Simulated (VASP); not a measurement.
A run of VASP 6.6.1 is set up as follows.

File INCAR:

```
SYSTEM = SrZr2O3
  PREC = Accurate
  ENCUT = 600
  EDIFF = 1E-6
  ISMEAR = 0
  SIGMA = 0.15
  LREAL = .FALSE.
  LASPH = .TRUE.
  NELM = 120
  ALGO = Normal
  ISIF = 2
  LWAVE = .FALSE.
  LCHARG = .FALSE.
  GGA = PE
  NBANDS = 35
  GGA_COMPAT = .FALSE.
```

KPOINTS

```
regular mesh
0
G
  3 3 3
  0 0 0
```

Contents of POSCAR:

```
SrZr2O3
1.0
    2.9685553935      1.7138962556      4.7913258661
   -2.9685553935      1.7138962556      4.7913258661
    0.0000000000     -3.4277925111      4.7913258661
Sr Zr O
1 2 3
Direct
    0.0000000000      0.0000000000      0.0000000000
    0.7358905785      0.7358905785      0.7358905785
    0.2641094215      0.2641094215      0.2641094215
    0.5000000000      0.5000000000      0.0000000000
    0.0000000000      0.5000000000      0.5000000000
    0.5000000000      0.0000000000      0.5000000000
```

Potentials or basis: VASP PAW PBE potentials, release 64 (Sr_sv, Zr_sv, O).

Run with:

```sh
$ cat potpaw_PBE.64/Sr_sv/POTCAR potpaw_PBE.64/Zr_sv/POTCAR potpaw_PBE.64/O/POTCAR > POTCAR
$ mpirun -np 1 vasp_std > vasp.out
```

(1) Estimate the pressure.

(2) Estimate the band gap on the k mesh.

## Answers

(1) 0.2 GPa.

(2) zero (band 26 reaches 4.04 eV, above the bottom of band 27 at 3.69 eV).

Caveat: the k points lie up to 0.43 Å⁻¹ apart.
